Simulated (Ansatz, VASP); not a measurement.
# One calculation of Ca, two programs

INCAR

```
SYSTEM = Ca
PREC = Accurate
ENCUT = 520
EDIFF = 1E-6
ISMEAR = -1
SIGMA = 0.08
LREAL = .False.
LASPH = .True.
NELM = 80
ALGO = Normal
ISIF = 2
LWAVE = .False.
LCHARG = .False.
GGA = CA
NBANDS = 17
```

Contents of KPOINTS:

```
regular mesh
0
Gamma
  10 10 5
  0 0 0
```

POSCAR

```
Ca
1.0
    3.9799995206      0.0000000000      0.0000000000
   -1.9899997603      3.4467806919      0.0000000000
    0.0000000000      0.0000000000      6.5200000000
Ca
2
Direct
    0.3333333333      0.6666666667      0.2500000000
    0.6666666667      0.3333333333      0.7500000000
```

Input for Ansatz:

```yaml
crystal:
  lattice:
    - [3.9799995206, 0.0, 0.0]
    - [-1.9899997603, 3.4467806919, 0.0]
    - [0.0, 0.0, 6.52]
  atoms:
    - { symbol: Ca, position: [0.3333333333, 0.6666666667, 0.25] }
    - { symbol: Ca, position: [0.6666666667, 0.3333333333, 0.75] }
kpoints:
  mp_grid: { grid: [10, 10, 5] }
  band_path:
    path:
      - [0.0, 0.0, 0.0]
      - [0.5, 0.0, 0.0]
      - [0.3333333333, 0.3333333333, 0.0]
      - [0.0, 0.0, 0.0]
      - [0.0, 0.0, 0.5]
      - [0.5, 0.0, 0.5]
      - [0.3333333333, 0.3333333333, 0.5]
      - [0.0, 0.0, 0.5]
      - [0.5, 0.0, 0.5]
    npoints: 5
scf:
  occupations: { method: fermi_dirac, width: 0.08 }
hamiltonian:
  xc: lda
  pseudopotentials: { kind: all_electron, lapw: { basis_error: 0.00025 } }
output:
  forces: true
  stress: true
  eigenvalues: true
```

Alike in both runs: task single point; functional LDA; k mesh 10 × 10 × 5; occupations fermi-dirac, width 0.08 eV; no spin polarisation.

```csv
,VASP,Ansatz
version,VASP 6.6.1,Ansatz 0.2.0
potentials or method,"VASP PAW LDA potentials, release 64 (Ca_sv), cutoff 520 eV","all-electron LAPW, scalar-relativistic"
```

|  | VASP | Ansatz | Ansatz less VASP |
| --- | --- | --- | --- |
| pressure (GPa) | -2.3 | -2.3 | 0.00 |
| traceless stress, the component that is largest in VASP (GPa) | 0.13 | 0.13 | -0.002 |

LDA's correlation is that of Perdew and Zunger in VASP and of Perdew and Wang (1992) in Ansatz. Ansatz ran all-electron here, and VASP with PAW potentials.
